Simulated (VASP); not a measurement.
# FeSi (P2_13) in VASP: relaxation of the atoms with PBEsol

Aim: the relaxation of the atoms of FeSi with PBEsol.

Everything below comes from runs of VASP 6.6.1. Logs are shortened: lines on timing, memory, paths and dates and some standing lists are left out, and cuts for length are marked.

### 1 The cell of the first run

The structure is cubic, space group P2_13 (No. 198). Conventional cell: a = 4.447 Å, b = 4.447 Å, c = 4.447 Å, α = 90.00°, β = 90.00°, γ = 90.00°. Fe (site symmetry 3) has 7 Si at 2.28 to 2.50 Å and 6 Fe at 2.73 Å within 3.0 Å. Within 3.0 Å of Si (site symmetry 3) lie 7 Fe at 2.28 to 2.50 Å and 6 Si at 2.76 Å.

### 2 Relaxation of the atoms, PBEsol (10.99 Å³/atom)

INCAR

```
PREC = Accurate
ENCUT = 520
EDIFF = 1E-7
ISMEAR = 0
SIGMA = 0.01
LREAL = False
LASPH = True
NELM = 60
ALGO = Normal
ISIF = 2
LWAVE = False
LCHARG = False
GGA = PS
IBRION = 2
NSW = 50
EDIFFG = -0.01
```

KPOINTS

```
regular mesh
0
Gamma
  8 8 8
```

POSCAR

```
FeSi
1.0
    4.4468774837      0.0000000000      0.0000000000
    0.0000000000      4.4468774837      0.0000000000
    0.0000000000      0.0000000000      4.4468774837
Fe Si
4 4
Direct
    0.1368592080      0.1368592080      0.1368592080
    0.3631407920      0.8631407920      0.6368592080
    0.6368592080      0.3631407920      0.8631407920
    0.8631407920      0.6368592080      0.3631407920
    0.8409915082      0.8409915082      0.8409915082
    0.6590084918      0.1590084918      0.3409915082
    0.3409915082      0.6590084918      0.1590084918
    0.1590084918      0.3409915082      0.6590084918
```

Potentials or basis: VASP PAW PBE potentials, release 64 (Fe, Si).

Started as:

```bash
$ cat potpaw_PBE.64/Fe/POTCAR potpaw_PBE.64/Si/POTCAR > POTCAR
$ mpirun -np 1 vasp_std > vasp.out
```

OUTCAR:

```text
PREC = Accurate
   ENCUT = 520
   EDIFF = 1E-7
   ISMEAR = 0
   LREAL = False
   LASPH = True
   NELM = 60
   ISIF = 2
   GGA = PS
   IBRION = 2
   NSW = 50
   EDIFFG = -0.01

 ion  position               nearest neighbor table
   1  0.137  0.137  0.137-   5 2.28   6 2.31   7 2.31   8 2.31   7 2.50   8 2.50   6 2.50   3 2.73
                             4 2.73   2 2.73   2 2.73   4 2.73   3 2.73
   2  0.363  0.863  0.637-   6 2.28   5 2.31   7 2.31   8 2.31   7 2.50   8 2.50   5 2.50   1 2.73
                             1 2.73   3 2.73   3 2.73   4 2.73   4 2.73
   3  0.637  0.363  0.863-   7 2.28   6 2.31   5 2.31   8 2.31   8 2.50   6 2.50   5 2.50   1 2.73
                             4 2.73   2 2.73   2 2.73   4 2.73   1 2.73
   4  0.863  0.637  0.363-   8 2.28   6 2.31   7 2.31   5 2.31   6 2.50   5 2.50   7 2.50   1 2.73
                             3 2.73   2 2.73   1 2.73   2 2.73   3 2.73
   5  0.841  0.841  0.841-   1 2.28   2 2.31   3 2.31   4 2.31   3 2.50   4 2.50   2 2.50   6 2.76
                             6 2.76   8 2.76   7 2.76   8 2.76   7 2.76
   6  0.659  0.159  0.341-   2 2.28   1 2.31   3 2.31   4 2.31   3 2.50   4 2.50   1 2.50   5 2.76
                             5 2.76   8 2.76   7 2.76   7 2.76   8 2.76
   7  0.341  0.659  0.159-   3 2.28   2 2.31   1 2.31   4 2.31   4 2.50   2 2.50   1 2.50   8 2.76
                             8 2.76   5 2.76   6 2.76   6 2.76   5 2.76
   8  0.159  0.341  0.659-   4 2.28   2 2.31   3 2.31   1 2.31   2 2.50   1 2.50   3 2.50   7 2.76
                             7 2.76   5 2.76   5 2.76   6 2.76   6 2.76

  LATTYP: Found a simple cubic cell.
 ALAT       =     4.4468774837

  Lattice vectors:

 A1 = (   4.4468774837,   0.0000000000,   0.0000000000)
 A2 = (   0.0000000000,   4.4468774837,   0.0000000000)
 A3 = (   0.0000000000,   0.0000000000,   4.4468774837)

Analysis of symmetry for initial positions (statically):
=====================================================================
 Subroutine PRICEL returns:
 Original cell was already a primitive cell.

 Routine SETGRP: Setting up the symmetry group for a
 simple cubic supercell.

 Subroutine GETGRP returns: Found 12 space group operations
 (whereof  3 operations were pure point group operations)
 out of a pool of 48 trial point group operations.

The static configuration has the point symmetry C_3 .
 The point group associated with its full space group is T   .

Analysis of symmetry for dynamics (positions and initial velocities):
=====================================================================
 Subroutine PRICEL returns:
 Original cell was already a primitive cell.

 Routine SETGRP: Setting up the symmetry group for a
 simple cubic supercell.

 Subroutine GETGRP returns: Found 12 space group operations
 (whereof  3 operations were pure point group operations)
 out of a pool of 48 trial point group operations.

The dynamic configuration has the point symmetry C_3 .
 The point group associated with its full space group is T   .

 Subroutine INISYM returns: Found 12 space group operations
 (whereof  3 operations are pure point group operations),
 and found     1 'primitive' translations

----------------------------------------------------------------------------------------

                                     Primitive cell

  volume of cell :      87.9358

  direct lattice vectors                    reciprocal lattice vectors
     4.446877484  0.000000000  0.000000000     0.224876895  0.000000000  0.000000000
     0.000000000  4.446877484  0.000000000     0.000000000  0.224876895  0.000000000
     0.000000000  0.000000000  4.446877484     0.000000000  0.000000000  0.224876895

  length of vectors
     4.446877484  4.446877484  4.446877484     0.224876895  0.224876895  0.224876895

  position of ions in fractional coordinates (direct lattice)
     0.136859208  0.136859208  0.136859208
     0.363140792  0.863140792  0.636859208
     0.636859208  0.363140792  0.863140792
     0.863140792  0.636859208  0.363140792
     0.840991508  0.840991508  0.840991508
     0.659008492  0.159008492  0.340991508
     0.340991508  0.659008492  0.159008492
     0.159008492  0.340991508  0.659008492

  ion indices of the primitive-cell ions
   primitive index   ion index
                 1           1
                 2           2
                 3           3
                 4           4
                 5           5
                 6           6
                 7           7
                 8           8

----------------------------------------------------------------------------------------

 KPOINTS: regular mesh

Automatic generation of k-mesh.
 Grid dimensions read from file:
 generate k-points for:    8    8    8

 Generating k-lattice:

  Cartesian coordinates                     Fractional coordinates (reciprocal lattice)
     0.028109612  0.000000000  0.000000000     0.125000000  0.000000000  0.000000000
     0.000000000  0.028109612  0.000000000     0.000000000  0.125000000  0.000000000
     0.000000000  0.000000000  0.028109612     0.000000000  0.000000000  0.125000000

  Length of vectors
     0.028109612  0.028109612  0.028109612

  Shift w.r.t. Gamma in fractional coordinates (k-lattice)
     0.000000000  0.000000000  0.000000000

 Subroutine IBZKPT returns following result:
 ===========================================

 Found     45 irreducible k-points:

 Following reciprocal coordinates:
            Coordinates               Weight
  0.000000  0.000000  0.000000      1.000000
  0.125000  0.000000  0.000000      6.000000
  0.250000  0.000000  0.000000      6.000000
  0.375000  0.000000  0.000000      6.000000
  0.500000  0.000000  0.000000      3.000000
  0.125000  0.125000  0.000000     12.000000
[... 16 lines left out ...]
  0.250000  0.125000  0.125000     24.000000
  0.375000  0.125000  0.125000     24.000000
 [... further k-points ...]
   k-points           NKPTS =     45   k-points in BZ     NKDIM =     45   number of bands    NBANDS=     29
   number of dos      NEDOS =    301   number of ions     NIONS =      8
   total plane-waves  NPLWV =  46656
   dimension x,y,z NGX =    36 NGY =   36 NGZ =   36
   dimension x,y,z NGXF=    72 NGYF=   72 NGZF=   72
   ions per type =               4   4
   NGX,Y,Z   is equivalent  to a cutoff of  13.46, 13.46, 13.46 a.u.
   NGXF,Y,Z  is equivalent  to a cutoff of  26.92, 26.92, 26.92 a.u.
 SYSTEM =  unknown system
   PREC   = accura    normal or accurate (medium, high low for compatibility)
   ISTART =      0    job   : 0-new  1-cont  2-samecut
   ICHARG =      2    charge: 1-file 2-atom 10-const
   ISPIN  =      1    spin polarized calculation?
   LNONCOLLINEAR =      F non collinear calculations
   LSORBIT =      F    spin-orbit coupling
   LASPH  =      T    aspherical Exc in radial PAW
   ENCUT  =  520.0 eV  38.22 Ry    6.18 a.u.   8.27  8.27  8.27*2*pi/ulx,y,z
   NELM   =     60;   NELMIN=  2; NELMDL= -5     # of ELM steps
   EDIFF  = 0.1E-06   stopping-criterion for ELM
   LREAL  =      F    real-space projection
   EDIFFG = -.1E-01   stopping-criterion for IOM
   NSW    =     50    number of steps for IOM
   IBRION =      2    ionic relax: 0-MD 1-quasi-New 2-CG
   NFREE  =      1    steps in history (QN), initial steepest desc. (CG)
   ISIF   =      2    stress and relaxation
   ISYM   =      2    0-nonsym 1-usesym 2-fastsym
   POTIM  = 0.5000    time-step for ionic-motion
   TEBEG  =    0.0;   TEEND  =   0.0 temperature during run
   PSTRESS=    0.0 pullay stress
   NELECT =      48.0000    total number of electrons
   NUPDOWN=      -1.0000    fix difference up-down
   EMIN   =  10.00;   EMAX   =-10.00  energy-range for DOS
   EFERMI =   0.00;   METHOD = LEGACY
   ISMEAR =     0;   SIGMA  =   0.01  broadening in eV -4-tet -1-fermi 0-gaus
   EFERMI_NEDOS =   21; number of points for ismear=-14 and -15
   IALGO  =     38    algorithm
   IMIX   =      4    mixing-type and parameters
     AMIX     =   0.40;   BMIX     =  1.00
     AMIX_MAG =   1.60;   BMIX_MAG =  1.00
  volume/ion in A,a.u.               =      10.99        74.18
  Fermi-wavevector in a.u.,A,eV,Ry     =   1.337930  2.528321 24.355202  1.790057
  Thomas-Fermi vector in A             =   2.466440
   LORBIT       =      0    0 simple, 1 ext, 2 COOP (PROOUT), +10 PAW based schemes
   GGA     = PS    functional components
   LHFCALC =     F    Hartree Fock is set to
   AEXX    =    0.0000 exact exchange contribution
   IVDW    =     0    specifies the selected vdW correction
   LEPSILON=     F    determine dielectric tensor
   LRPA    =     F    only Hartree local field effects (RPA)
 conjugate gradient relaxation of ions
 non-spin polarized calculation
 Gauss-broadening in eV      SIGMA  =   0.01
  energy-cutoff  :      520.00
  volume of cell :       87.94
 maximum number of plane-waves:      2392
 NGX is ok and might be reduce to    36
   NGX = 17   NGY = 17   NGZ = 17

--------------------------------------- Ionic step        1  -------------------------------------------

 number of electron      48.0000024 magnetization

 Free energy of the ion-electron system (eV)
  ---------------------------------------------------
  ext. energy  EPLUGINS =         0.00000000
  ---------------------------------------------------
  free energy    TOTEN  =       -63.77453365 eV

  energy without entropy =      -63.77453365  energy(sigma->0) =      -63.77453365

------------------------ aborting loop because EDIFF is reached ----------------------------------------

  FORCE on cell =-STRESS in cart. coord.  units (eV):
  Direction    XX          YY          ZZ          XY          YZ          ZX
  --------------------------------------------------------------------------------------
  -------------------------------------------------------------------------------------
  Total       -3.5083488     -3.5083488     -3.5083488      0.0000000      0.0000000      0.0000000
  in kB      -63.9216321    -63.9216321    -63.9216321      0.0000000      0.0000000      0.0000000
  external PRESSURE =     -63.9216321 kB  Pullay stress =       0.0000000 kB
[... 69 lines left out ...]
  energy  without entropy=      -63.7755833767  energy(sigma->0) =      -63.77558338

--------------------------------------- Ionic step        3  -------------------------------------------

 number of electron      48.0000014 magnetization

 Free energy of the ion-electron system (eV)
  ---------------------------------------------------
  ext. energy  EPLUGINS =         0.00000000
  ---------------------------------------------------
  free energy    TOTEN  =       -63.77584789 eV

  energy without entropy =      -63.77584789  energy(sigma->0) =      -63.77584789

 E-fermi :   9.7209     XC(G=0): -12.9026

 val. band max:        9.6282782682   @ k =   0.2500   0.1250   0.1250
 cond. band min:       9.7703291611   @ k =   0.2500   0.2500   0.0000
 fundamental gap:      0.1420508929
 Fermi energy:         9.7208620294

 k-point     1 :       0.0000    0.0000    0.0000
  band No.  band energies     occupation
      1      -3.6162      2.00000
      2       1.7507      2.00000
      3       1.7507      2.00000
      4       1.7507      2.00000
      5       4.5601      2.00000
      6       4.5601      2.00000
[... 757 lines left out ...]
     28      11.7782      0.00000
     29      12.0797      0.00000

 [... further k-points ...]
[... 5 lines left out ...]
  --------------------------------------------------------------------------------------
  -------------------------------------------------------------------------------------
  Total       -3.3863806     -3.3863806     -3.3863806     -0.0000000     -0.0000000      0.0000000
  in kB      -61.6993887    -61.6993887    -61.6993887     -0.0000000     -0.0000000      0.0000000
  external PRESSURE =     -61.6993887 kB  Pullay stress =       0.0000000 kB
[... 23 lines left out ...]
  FREE ENERGIE OF THE ION-ELECTRON SYSTEM (eV)
  ---------------------------------------------------
  free  energy   TOTEN  =       -63.7758478935 eV

  energy  without entropy=      -63.7758478935  energy(sigma->0) =      -63.77584789

 reached required accuracy - stopping structural energy minimisation
```

Wall time 2.6 min (1 thread of Intel Xeon Platinum 8488C (Sapphire Rapids), shared host); peak memory 0.26 GiB.

What came out:

- Free energy: -63.7758 eV
- Energy gained by relaxing: 0.2 meV/atom
- Ionic steps: 3
- Pressure after relaxing: -6.2 GPa
- Largest force after relaxing: 0.008 eV/Å
- Band gap on the k mesh: 0.14 eV (least direct gap 0.16 eV)

Forces on the atoms (eV/Å):
```
Fe  -0.005 -0.005 -0.005
Fe   0.005  0.005 -0.005
Fe  -0.005  0.005  0.005
Fe   0.005 -0.005  0.005
Si   0.004  0.004  0.004
Si  -0.004 -0.004  0.004
Si   0.004 -0.004 -0.004
Si  -0.004  0.004 -0.004
```

Step by step:
```
step  energy change (eV)  largest force (eV/Å)  pressure (GPa)
   1              0.0000                0.0714           -6.39
   2             -0.0010                0.0351           -6.26
   3             -0.0013                0.0078           -6.17
```

Final structure:
```yaml
crystal:
  lattice:
    - [4.44688, 0.00000, 0.00000]
    - [0.00000, 4.44688, 0.00000]
    - [0.00000, 0.00000, 4.44688]
  atoms:
    - { symbol: Fe, position: [0.13608, 0.13608, 0.13608] }
    - { symbol: Fe, position: [0.36392, 0.86392, 0.63608] }
    - { symbol: Fe, position: [0.63608, 0.36392, 0.86392] }
    - { symbol: Fe, position: [0.86392, 0.63608, 0.36392] }
    - { symbol: Si, position: [0.84046, 0.84046, 0.84046] }
    - { symbol: Si, position: [0.65954, 0.15954, 0.34046] }
    - { symbol: Si, position: [0.34046, 0.65954, 0.15954] }
    - { symbol: Si, position: [0.15954, 0.34046, 0.65954] }
```

Levels at points of the mesh, in eV from the valence-band top:
| k point | band 21 | band 22 | band 23 | band 24 | band 25 | band 26 | band 27 | band 28 |
| --- | --- | --- | --- | --- | --- | --- | --- | --- |
| (0.00, 0.00, 0.00) | -0.28 | -0.28 | -0.03 | -0.03 | 0.65 | 0.65 | 0.65 | 3.06 |
| (0.50, 0.00, 0.00) | -0.37 | -0.37 | -0.01 | -0.01 | 0.18 | 0.18 | 1.72 | 1.72 |
| (0.50, 0.50, 0.00) | -1.02 | -1.02 | -0.35 | -0.35 | 0.63 | 0.63 | 1.29 | 1.29 |
| (0.50, 0.50, 0.50) | -0.66 | -0.66 | -0.66 | -0.66 | 0.47 | 0.47 | 0.47 | 0.47 |

Caveat: the PAW data sets were made with another functional, which shifts forces and pressure a little.
